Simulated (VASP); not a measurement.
Input of a VASP 6.6.1 run:

Contents of POSCAR:

```
PtSe2
1.0
    3.7286503637      0.0000000000      0.0000000000
   -1.8643251819      3.2291059368      0.0000000000
    0.0000000000      0.0000000000      5.2771566385
Pt Se
1 2
Direct
    0.0000000000      0.0000000000      0.0000000000
    0.3333333333      0.6666666667      0.2462188963
    0.6666666667      0.3333333333      0.7537811037
```

The input INCAR.step1:

```
  ALGO = Normal
  EDIFF = 1E-4
  ENCUT = 520
  GGA = PE
  ISMEAR = -1
  LASPH = T
  LCHARG = F
  LREAL = F
  LWAVE = T
  NBANDS = 18
  NELM = 60
  PREC = Accurate
  SIGMA = 0.02
```

INCAR.step2

```
  ALGO = Normal
  EDIFF = 1E-6
  ENCUT = 520
  ISIF = 2
  ISMEAR = -1
  ISTART = 1
  LASPH = T
  LCHARG = F
  LMIXTAU = T
  LREAL = F
  LWAVE = F
  METAGGA = R2SCAN
  NBANDS = 18
  NELM = 60
  PREC = Accurate
  SIGMA = 0.02
```

The input KPOINTS:

```
k-points
0
Gamma
  12 12 6
```

Potentials or basis: VASP PAW PBE potentials, release 64 (Pt, Se).

Run with:

```bash
$ cat potpaw_PBE.64/Pt/POTCAR potpaw_PBE.64/Se/POTCAR > POTCAR
$ cp INCAR.step1 INCAR
$ mpirun -np 1 vasp_std > vasp.out
$ cp INCAR.step2 INCAR
$ mpirun -np 1 vasp_std > vasp.out
```

Predict the band gap on the k mesh.

zero (band 11 reaches 5.95 eV, above the bottom of band 12 at 5.89 eV).

Predict the largest force.

0.019 eV/Å.

Forces on the atoms (eV/Å):
```
Pt   0.000  0.000  0.000
Se   0.000  0.000 -0.019
Se   0.000  0.000  0.019
```

Caveat: the PAW data sets were made with another functional, which shifts forces and pressure a little; spin-orbit coupling is left out, which moves the levels of the heavy elements.
